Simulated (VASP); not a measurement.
The system is VSi16.

```
V Si
1.0
     0.00000    5.43700    5.43700
     5.43700    0.00000    5.43700
     5.43700    5.43700    0.00000
V Si
1 16
Direct
  0.25000 0.25000 0.25000
  0.00000 0.00000 0.00000
  0.00000 0.00000 0.50000
  0.00000 0.50000 0.00000
  0.00000 0.50000 0.50000
  0.50000 0.00000 0.00000
  0.50000 0.00000 0.50000
  0.50000 0.50000 0.00000
  0.50000 0.50000 0.50000
  0.12500 0.12500 0.12500
  0.12500 0.12500 0.62500
  0.12500 0.62500 0.12500
  0.12500 0.62500 0.62500
  0.62500 0.12500 0.12500
  0.62500 0.12500 0.62500
  0.62500 0.62500 0.12500
  0.62500 0.62500 0.62500
```

```yaml
Program: VASP 6.6.1
Task: relaxation of the atoms
Functional: PBEsol
Potentials_or_basis: VASP PAW PBE potentials, release 64 (V_sv, Si)
Cutoff: 520 eV
k_mesh: 3 × 3 × 3
Occupations: gaussian, width 0.05 eV
Spin: collinear spin, ferromagnetic start
Starting_moments: "[5.0, 0.0, 0.0, 0.0, 0.0, 0.0, 0.0, 0.0, 0.0, 0.0, 0.0, 0.0, 0.0, 0.0, 0.0, 0.0, 0.0] μB"
Hubbard_terms: V d U = 3.0 eV
```

At the start: pressure 2.1 GPa; volume 18.91 Å³/atom.

**Question.** How do energy, volume and symmetry change on relaxing?

**Answer.** Over 4 steps the energy falls by 20.7 meV/atom at a fixed cell; space group F-43m (No. 216, to 0.1 Å) before and after; moment 3.74 μB per cell.

Step by step:
```tsv
step	energy change (eV)	largest force (eV/Å)	pressure (GPa)
1	0.0000	1.8517	2.12
2	-0.3508	0.0738	1.48
3	-0.3511	0.0792	1.48
4	-0.3519	0.0201	1.48
```

Final structure:
```
CELL_PARAMETERS angstrom
0.00000 5.43700 5.43700
5.43700 0.00000 5.43700
5.43700 5.43700 0.00000
ATOMIC_POSITIONS crystal
V 0.25000 0.25000 0.25000
Si 0.00000 0.00000 0.00000
Si 0.99835 0.99835 0.50165
Si 0.99835 0.50165 0.99835
Si 0.99835 0.50165 0.50165
Si 0.50165 0.99835 0.99835
Si 0.50165 0.99835 0.50165
Si 0.50165 0.50165 0.99835
Si 0.50000 0.50000 0.50000
Si 0.12042 0.12042 0.12042
Si 0.12042 0.12042 0.63875
Si 0.12042 0.63875 0.12042
Si 0.12790 0.62403 0.62403
Si 0.63875 0.12042 0.12042
Si 0.62403 0.12790 0.62403
Si 0.62403 0.62403 0.12790
Si 0.62403 0.62403 0.62403
```

Caveat: the PAW data sets were made with another functional, which shifts forces and pressure a little; the U is typed as a test and isn't derived for this compound.
